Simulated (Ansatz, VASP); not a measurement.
One calculation of AlAs2, two programs

```
CELL_PARAMETERS angstrom
-1.68278 1.68278 5.47531
1.68278 -1.68278 5.47531
1.68278 1.68278 -5.47531
ATOMIC_POSITIONS crystal
Al 0.00000 0.00000 0.00000
As 0.34000 0.34000 0.00000
As 0.66000 0.66000 0.00000
```

Alike in both runs: task relaxation of cell and atoms; functional PBE; k mesh 8 × 8 × 8; occupations gaussian, width 0.1 eV; no spin polarisation.

```csv
,VASP,Ansatz
version,VASP 6.6.1,Ansatz 0.2.0
potentials or method,"VASP PAW PBE potentials, release 64 (Al, As), cutoff 600 eV","scalar-relativistic, plane waves, PAW"
valence electrons in the cell,13,33
```

```csv
,VASP,Ansatz,Ansatz less VASP
"gap on the k mesh at the Fermi level, each at its own relaxed structure (eV)",none,none,-
relaxed volume (Å³/atom),21.04,21.22,+0.176
relaxed length of the cell vector where the two differ most in proportion (Å),5.823,5.875,+0.0521
```

A gap of «none» marks a metal or a gap that the smearing closes. VASP's potentials hold 13 valence electrons a cell and Ansatz's 33, so a difference there can come from the potentials and not from the codes.
